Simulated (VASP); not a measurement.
A run of VASP 6.6.1 is set up as follows.

The input INCAR:

```
PREC = Accurate ; ENCUT = 520
EDIFF = 1E-6 ; ISMEAR = 0
SIGMA = 0.01 ; LREAL = False
LASPH = True ; NELM = 80
ALGO = Normal ; ISIF = 2
LWAVE = False ; LCHARG = False
NBANDS = 28
```

KPOINTS

```
Automatic mesh
0
Gamma
  6 6 6
```

File POSCAR:

```
SrTiO3
1.0
    3.8129231041      0.0000000000      0.0000000000
    0.0000000000      3.8129231041      0.0000000000
    0.0000000000      0.0000000000      3.8129231041
Sr Ti O
1 1 3
Direct
    0.5000000000      0.5000000000      0.5000000000
    0.0000000000      0.0000000000      0.0000000000
    0.5000000000      0.0000000000      0.0000000000
    0.0000000000      0.5000000000      0.0000000000
    0.0000000000      0.0000000000      0.5000000000
```

Potentials or basis: VASP PAW LDA potentials, release 64 (Sr_sv, Ti_sv, O).

The run is started by

```console
$ cat potpaw_LDA.64/Sr_sv/POTCAR potpaw_LDA.64/Ti_sv/POTCAR potpaw_LDA.64/O/POTCAR > POTCAR
$ mpirun -np 1 vasp_std > vasp.out
```

Question: Estimate the band gap on the k mesh.

Answer: 1.87 eV, indirect (least direct gap 2.17 eV).

Question: What does it give for the pressure?

Answer: 8.2 GPa.

A k mesh can miss the band edges. As with any semilocal functional, this LDA gap is likely too small.
